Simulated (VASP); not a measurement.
A run of VASP 6.6.1 is set up as follows.

Contents of INCAR:

```
  ALGO = Normal
  EDIFF = 1E-8
  ENCUT = 520
  GGA = PS
  ISIF = 2
  ISMEAR = -1
  LASPH = T
  LCHARG = F
  LEFG = T
  LREAL = F
  LWAVE = F
  NBANDS = 12
  NELM = 100
  PREC = Accurate
  SIGMA = 0.03
```

The input KPOINTS:

```
k-points
0
Gamma
  16 16 16
```

POSCAR

```
Ga
1.0
   -1.3899600000      1.3899600000      2.2290000000
    1.3899600000     -1.3899600000      2.2290000000
    1.3899600000      1.3899600000     -2.2290000000
Ga
1
Direct
    0.0000000000      0.0000000000      0.0000000000
```

Potentials or basis: VASP PAW PBE potentials, release 64 (Ga_d).

Run with:

```sh
$ cat potpaw_PBE.64/Ga_d/POTCAR > POTCAR
$ mpirun -np 1 vasp_std > vasp.out
```

(1) Estimate the pressure.

Results:

(1) 2.1 GPa.

Caveat: the cell differs from its parent crystal (equal xx and yy strain of -1 %); without QUAD_EFG the Cq values of the log hold for a quadrupole moment of 1 mb, not for the nuclei; the PAW data sets were made with another functional, which shifts forces and pressure a little.
